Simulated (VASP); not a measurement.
Set up this calculation in VASP 6.6.1, as the native input.

| Quantity | Value |
| --- | --- |
| Task | single point |
| Functional | PBE |
| Potentials or basis | VASP PAW PBE potentials, release 64 (Si) |
| Cutoff | 500 eV |
| k mesh | 1 × 1 × 1, shifted |
| Occupations | gaussian, width 0.01 eV |
| Spin | no spin polarisation |
| Dipole correction | no |
| Further INCAR settings | ALGO = Normal; EDIFF = 1e-06; NBANDS = 46 |

The structure of Si lies in POSCAR:

```
Si
1.0
    0.0000000000      5.4310000000      5.4310000000
    5.4310000000      0.0000000000      5.4310000000
    5.4310000000      5.4310000000      0.0000000000
Si
16
Direct
    0.0000000000      0.0000000000      0.0000000000
    0.1250000000      0.1250000000      0.1250000000
    0.0000000000      0.0000000000      0.5000000000
    0.1250000000      0.1250000000      0.6250000000
    0.0000000000      0.5000000000      0.0000000000
    0.1250000000      0.6250000000      0.1250000000
    0.0000000000      0.5000000000      0.5000000000
    0.1250000000      0.6250000000      0.6250000000
    0.5000000000      0.0000000000      0.0000000000
    0.6250000000      0.1250000000      0.1250000000
    0.5000000000      0.0000000000      0.5000000000
    0.6250000000      0.1250000000      0.6250000000
    0.5000000000      0.5000000000      0.0000000000
    0.6250000000      0.6250000000      0.1250000000
    0.5000000000      0.5000000000      0.5000000000
    0.6250000000      0.6250000000      0.6250000000
```

These files were run (other wordings do the same):

INCAR

```
ALGO = Normal
EDIFF = 1E-6
ENCUT = 500
GGA = PE
GGA_COMPAT = False
ISIF = 2
ISMEAR = 0
LASPH = True
LCHARG = True
LELF = True
LREAL = False
LVHAR = True
LWAVE = False
NBANDS = 46
NELM = 120
PREC = Accurate
SIGMA = 0.01
```

KPOINTS

```
Automatic mesh
0
Gamma
  1 1 1
  0.5 0.5 0.5
```

Potentials or basis: VASP PAW PBE potentials, release 64 (Si).

Command:

```bash
$ cat potpaw_PBE.64/Si/POTCAR > POTCAR
$ mpirun -np 1 vasp_std > vasp.out
```

It gave:

```
Pressure : 2.3 GPa
```

Caveat: the k points lie up to 1.00 Å⁻¹ apart, too coarse for converged energies, forces and pressures.

Wall time 54 s on 1 thread of Intel(R) Xeon(R) Platinum 8259CL CPU @ 2.50GHz (Skylake/Cascade Lake) (shared host), peak memory 0.39 GiB.
